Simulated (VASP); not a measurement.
# AlRu (Pm-3m) in VASP: a series of runs

Runs on AlRu. Level: LDA. Tasks: single point.

All numbers are computed with VASP 6.6.1; they aren't measurements. Logs are shortened: lines on timing, memory, paths and dates and some standing lists are left out, and cuts for length are marked.

## 1. The cell of the first run

The structure is cubic, space group Pm-3m (No. 221). Conventional cell: a = 3.031 Å, b = 3.031 Å, c = 3.031 Å, α = 90.00°, β = 90.00°, γ = 90.00°. Within 3.5 Å of Al (site symmetry m-3m) lie 8 Ru at 2.62 Å and 6 Al at 3.03 Å. Ru (site symmetry m-3m) has 8 Al at 2.62 Å and 6 Ru at 3.03 Å within 3.5 Å.

## 2. Single point, LDA

INCAR reads:

```
PREC     = Accurate       # precision mode
ENCUT    = 520            # plane-wave cutoff, eV
EDIFF    = 1E-6           # SCF threshold, eV
ISMEAR   = 1              # smearing method
SIGMA    = 0.1            # smearing width, eV
LREAL    = False          # projectors in reciprocal space
LASPH    = True           # aspherical terms in the spheres
NELM     = 80             # most SCF steps
ALGO     = Normal         # electronic algorithm
ISIF     = 2              # what is computed and relaxed
LWAVE    = False          # write WAVECAR
LCHARG   = False          # write CHGCAR
NBANDS   = 16             # bands
```

KPOINTS reads:

```
Automatic mesh
0
Gamma
  10 10 10
```

POSCAR reads:

```
AlRu
1.0
    3.0309676725      0.0000000000      0.0000000000
    0.0000000000      3.0309676725      0.0000000000
    0.0000000000      0.0000000000      3.0309676725
Al Ru
1 1
Direct
    0.0000000000      0.0000000000      0.0000000000
    0.5000000000      0.5000000000      0.5000000000
```

Potentials or basis: VASP PAW LDA potentials, release 64 (Al, Ru_pv).

Command:

```
$ cat potpaw_LDA.64/Al/POTCAR potpaw_LDA.64/Ru_pv/POTCAR > POTCAR
$ mpirun -np 1 vasp_std > vasp.out
```

OUTCAR:

```text
PREC = Accurate
   ENCUT = 520
   EDIFF = 1E-6
   ISMEAR = 1
   LREAL = False
   LASPH = True
   NELM = 80
   ISIF = 2

 ion  position               nearest neighbor table
   1  0.000  0.000  0.000-   2 2.62   2 2.62   2 2.62   2 2.62   2 2.62   2 2.62   2 2.62   2 2.62

   2  0.500  0.500  0.500-   1 2.62   1 2.62   1 2.62   1 2.62   1 2.62   1 2.62   1 2.62   1 2.62

  LATTYP: Found a simple cubic cell.
 ALAT       =     3.0309676725

  Lattice vectors:

 A1 = (   3.0309676725,   0.0000000000,   0.0000000000)
 A2 = (   0.0000000000,   3.0309676725,   0.0000000000)
 A3 = (   0.0000000000,   0.0000000000,   3.0309676725)

Analysis of symmetry for initial positions (statically):
=====================================================================
 Subroutine PRICEL returns:
 Original cell was already a primitive cell.

 Routine SETGRP: Setting up the symmetry group for a
 simple cubic supercell.

 Subroutine GETGRP returns: Found 48 space group operations
 (whereof 48 operations were pure point group operations)
 out of a pool of 48 trial point group operations.

The static configuration has the point symmetry O_h .

Analysis of symmetry for dynamics (positions and initial velocities):
=====================================================================
 Subroutine PRICEL returns:
 Original cell was already a primitive cell.

 Routine SETGRP: Setting up the symmetry group for a
 simple cubic supercell.

 Subroutine GETGRP returns: Found 48 space group operations
 (whereof 48 operations were pure point group operations)
 out of a pool of 48 trial point group operations.

The dynamic configuration has the point symmetry O_h .

 Subroutine INISYM returns: Found 48 space group operations
 (whereof 48 operations are pure point group operations),
 and found     1 'primitive' translations

----------------------------------------------------------------------------------------

                                     Primitive cell

  volume of cell :      27.8448

  direct lattice vectors                    reciprocal lattice vectors
     3.030967673  0.000000000  0.000000000     0.329927636  0.000000000  0.000000000
     0.000000000  3.030967673  0.000000000     0.000000000  0.329927636  0.000000000
     0.000000000  0.000000000  3.030967673     0.000000000  0.000000000  0.329927636

  length of vectors
     3.030967673  3.030967673  3.030967673     0.329927636  0.329927636  0.329927636

[... 79 lines left out ...]
   NELM   =     80;   NELMIN=  2; NELMDL= -5     # of ELM steps
   EDIFF  = 0.1E-05   stopping-criterion for ELM
   LREAL  =      F    real-space projection
   EDIFFG = 0.1E-04   stopping-criterion for IOM
   NSW    =      0    number of steps for IOM
   IBRION =     -1    ionic relax: 0-MD 1-quasi-New 2-CG
   NFREE  =      0    steps in history (QN), initial steepest desc. (CG)
   ISIF   =      2    stress and relaxation
   ISYM   =      2    0-nonsym 1-usesym 2-fastsym
   POTIM  = 0.5000    time-step for ionic-motion
   TEBEG  =    0.0;   TEEND  =   0.0 temperature during run
   PSTRESS=    0.0 pullay stress
   NELECT =      17.0000    total number of electrons
   NUPDOWN=      -1.0000    fix difference up-down
   EMIN   =  10.00;   EMAX   =-10.00  energy-range for DOS
   EFERMI =   0.00;   METHOD = LEGACY
   ISMEAR =     1;   SIGMA  =   0.10  broadening in eV -4-tet -1-fermi 0-gaus
   EFERMI_NEDOS =   21; number of points for ismear=-14 and -15
   IALGO  =     38    algorithm
   IMIX   =      4    mixing-type and parameters
     AMIX     =   0.40;   BMIX     =  1.00
     AMIX_MAG =   1.60;   BMIX_MAG =  1.00
  volume/ion in A,a.u.               =      13.92        93.95
  Fermi-wavevector in a.u.,A,eV,Ry     =   1.388811  2.624472 26.242865  1.928796
  Thomas-Fermi vector in A             =   2.512902
   LORBIT       =      0    0 simple, 1 ext, 2 COOP (PROOUT), +10 PAW based schemes
   GGA     = CA    functional components
   LHFCALC =     F    Hartree Fock is set to
   AEXX    =    0.0000 exact exchange contribution
   IVDW    =     0    specifies the selected vdW correction
   LEPSILON=     F    determine dielectric tensor
   LRPA    =     F    only Hartree local field effects (RPA)
 non-spin polarized calculation
 Methfessel and Paxton  Order N= 1 SIGMA  =   0.10
  energy-cutoff  :      520.00
  volume of cell :       27.84
 maximum number of plane-waves:       768
 NGX is ok and might be reduce to    24
   NGX = 11   NGY = 11   NGZ = 11

 number of electron      17.0000001 magnetization

 Free energy of the ion-electron system (eV)
  ---------------------------------------------------
  ext. energy  EPLUGINS =         0.00000000
  ---------------------------------------------------
  free energy    TOTEN  =       -16.08581428 eV

  energy without entropy =      -16.08510792  energy(sigma->0) =      -16.08557883

 E-fermi :   9.9721     XC(G=0): -12.5938

 val. band max:        9.9690655115   @ k =   0.4000   0.1000   0.1000
 cond. band min:       9.9983520662   @ k =   0.1000   0.1000   0.0000
 fundamental gap:      0.0292865547
 Fermi energy:         9.9721001214

 k-point     1 :       0.0000    0.0000    0.0000
  band No.  band energies     occupation
      1     -31.6081      2.00000
      2     -31.6081      2.00000
      3     -31.6081      2.00000
      4       0.5373      2.00000
      5       6.5697      2.00000
      6       6.5697      2.00000
[... 433 lines left out ...]
      3     -31.6131      2.00000
      4       2.4237      2.00000
      5       6.5872      2.00000
      6       7.1568      2.00000
[... 8 lines left out ...]
     15      23.3236      0.00000
     16      24.0767      0.00000

 [... further k-points ...]

------------------------ aborting loop because EDIFF is reached ----------------------------------------

  FORCE on cell =-STRESS in cart. coord.  units (eV):
  Direction    XX          YY          ZZ          XY          YZ          ZX
  --------------------------------------------------------------------------------------
  -------------------------------------------------------------------------------------
  Total       -2.5628140     -2.5628140     -2.5628140      0.0000000      0.0000000      0.0000000
  in kB     -147.4632356   -147.4632356   -147.4632356      0.0000000      0.0000000      0.0000000
  external PRESSURE =    -147.4632356 kB  Pullay stress =       0.0000000 kB

 VOLUME and BASIS-vectors are now :
 -----------------------------------------------------------------------------
  energy-cutoff  :      520.00
  volume of cell :       27.84
      direct lattice vectors                 reciprocal lattice vectors
     3.030967673  0.000000000  0.000000000     0.329927636  0.000000000  0.000000000
     0.000000000  3.030967673  0.000000000     0.000000000  0.329927636  0.000000000
     0.000000000  0.000000000  3.030967673     0.000000000  0.000000000  0.329927636

 POSITION                                       TOTAL-FORCE (eV/Angst)
 -----------------------------------------------------------------------------------
      0.00000      0.00000      0.00000         0.000000      0.000000      0.000000
      1.51548      1.51548      1.51548         0.000000      0.000000      0.000000
 -----------------------------------------------------------------------------------
    total drift:                                0.000000     -0.000000     -0.000000

  FREE ENERGIE OF THE ION-ELECTRON SYSTEM (eV)
  ---------------------------------------------------
  free  energy   TOTEN  =       -16.0858142830 eV

  energy  without entropy=      -16.0851079181  energy(sigma->0) =      -16.08557883
```

stdout:

```text
POSCAR found type information on POSCAR AlRu
 POSCAR found :  2 types and       2 ions
 scaLAPACK will be used
 LDA part: xc-table for (Slater(with rela. corr.)+CA(PZ))
 , standard interpolation
 POSCAR, INCAR and KPOINTS ok, starting setup
 FFT: planning ... GRIDC
 FFT: planning ... GRID_SOFT
 FFT: planning ... GRID
 WAVECAR not read
 entering main loop
```

Run time: 21 s. Hardware: 1 thread of AMD EPYC 7R13, shared host; peak memory 0.14 GiB.

What came out:

```
Free energy : -16.0858 eV
Pressure    : -14.7 GPa
```

Levels at points of the mesh, in eV from the Fermi level:
| k point | band 5 | band 6 | band 7 | band 8 | band 9 | band 10 | band 11 | band 12 | band 13 | band 14 |
| --- | --- | --- | --- | --- | --- | --- | --- | --- | --- | --- |
| (0.00, 0.00, 0.00) | -3.40 | -3.40 | 0.16 | 0.16 | 0.16 | 5.84 | 5.84 | 5.84 | 10.80 | 10.80 |
| (0.50, 0.00, 0.00) | -5.39 | -2.66 | -1.54 | -1.54 | 0.40 | 2.10 | 7.52 | 10.78 | 10.78 | 11.66 |
| (0.50, 0.50, 0.00) | -2.96 | -1.31 | -1.31 | -1.11 | -1.11 | 1.39 | 4.99 | 5.82 | 10.16 | 11.65 |
| (0.50, 0.50, 0.50) | -4.41 | -4.41 | 1.48 | 1.48 | 2.24 | 4.03 | 4.03 | 4.03 | 8.20 | 8.20 |

## 3. Single point, LDA

This run uses another cell than the first one, of 14.46 Å³/atom, 1.038 times its volume.

INCAR reads:

```
PREC     = Accurate       # precision mode
ENCUT    = 520            # plane-wave cutoff, eV
EDIFF    = 1E-6           # SCF threshold, eV
ISMEAR   = 1              # smearing method
SIGMA    = 0.1            # smearing width, eV
LREAL    = F              # projectors in reciprocal space
LASPH    = T              # aspherical terms in the spheres
NELM     = 60             # most SCF steps
ALGO     = Normal         # electronic algorithm
ISIF     = 2              # what is computed and relaxed
LWAVE    = F              # write WAVECAR
LCHARG   = T              # write CHGCAR
LELF     = T              # ELF
LVHAR    = T            
NBANDS   = 16             # bands
```

KPOINTS reads:

```
regular mesh
0
Gamma
  10 10 10
```

POSCAR reads:

```
AlRu
1.0
    3.0693384252      0.0000000000      0.0000000000
    0.0000000000      3.0693384252      0.0000000000
    0.0000000000      0.0000000000      3.0693384252
Al Ru
1 1
Direct
    0.0000000000      0.0000000000      0.0000000000
    0.5000000000      0.5000000000      0.5000000000
```

Potentials or basis: VASP PAW LDA potentials, release 64 (Al, Ru_pv).

Command:

```
$ cat potpaw_LDA.64/Al/POTCAR potpaw_LDA.64/Ru_pv/POTCAR > POTCAR
$ mpirun -np 1 vasp_std > vasp.out
```

OUTCAR:

```text
PREC = Accurate
   ENCUT = 520
   EDIFF = 1E-6
   ISMEAR = 1
   LREAL = F
   LASPH = T
   NELM = 60
   ISIF = 2

 ion  position               nearest neighbor table
   1  0.000  0.000  0.000-   2 2.66   2 2.66   2 2.66   2 2.66   2 2.66   2 2.66   2 2.66   2 2.66

   2  0.500  0.500  0.500-   1 2.66   1 2.66   1 2.66   1 2.66   1 2.66   1 2.66   1 2.66   1 2.66

  LATTYP: Found a simple cubic cell.
 ALAT       =     3.0693384252

[... 643 lines left out ...]

 [... further k-points ...]

------------------------ aborting loop because EDIFF is reached ----------------------------------------

  FORCE on cell =-STRESS in cart. coord.  units (eV):
  Direction    XX          YY          ZZ          XY          YZ          ZX
  --------------------------------------------------------------------------------------
  -------------------------------------------------------------------------------------
  Total       -3.6768018     -3.6768018     -3.6768018     -0.0000000     -0.0000000     -0.0000000
  in kB     -203.7260047   -203.7260047   -203.7260047     -0.0000000     -0.0000000     -0.0000000
  external PRESSURE =    -203.7260047 kB  Pullay stress =       0.0000000 kB

 VOLUME and BASIS-vectors are now :
 -----------------------------------------------------------------------------
  energy-cutoff  :      520.00
  volume of cell :       28.92
      direct lattice vectors                 reciprocal lattice vectors
     3.069338425  0.000000000  0.000000000     0.325803109  0.000000000  0.000000000
     0.000000000  3.069338425  0.000000000     0.000000000  0.325803109  0.000000000
     0.000000000  0.000000000  3.069338425     0.000000000  0.000000000  0.325803109

 POSITION                                       TOTAL-FORCE (eV/Angst)
 -----------------------------------------------------------------------------------
      0.00000      0.00000      0.00000         0.000000      0.000000      0.000000
      1.53467      1.53467      1.53467         0.000000      0.000000      0.000000
 -----------------------------------------------------------------------------------
    total drift:                                0.000000     -0.000000     -0.000000

  FREE ENERGIE OF THE ION-ELECTRON SYSTEM (eV)
  ---------------------------------------------------
  free  energy   TOTEN  =       -15.9681408241 eV

  energy  without entropy=      -15.9674976347  energy(sigma->0) =      -15.96792643
```

stdout:

```text
POSCAR found type information on POSCAR AlRu
 POSCAR found :  2 types and       2 ions
 scaLAPACK will be used
 LDA part: xc-table for (Slater(with rela. corr.)+CA(PZ))
 , standard interpolation
 POSCAR, INCAR and KPOINTS ok, starting setup
 FFT: planning ... GRIDC
 FFT: planning ... GRID_SOFT
 FFT: planning ... GRID
 WAVECAR not read
 entering main loop
```

It took 26 s on 1 thread of AMD EPYC 7R13, shared host; peak memory 0.14 GiB.

What came out:

| Quantity | Value |
| --- | --- |
| Free energy | -15.9681 eV |
| Pressure | -20.4 GPa |
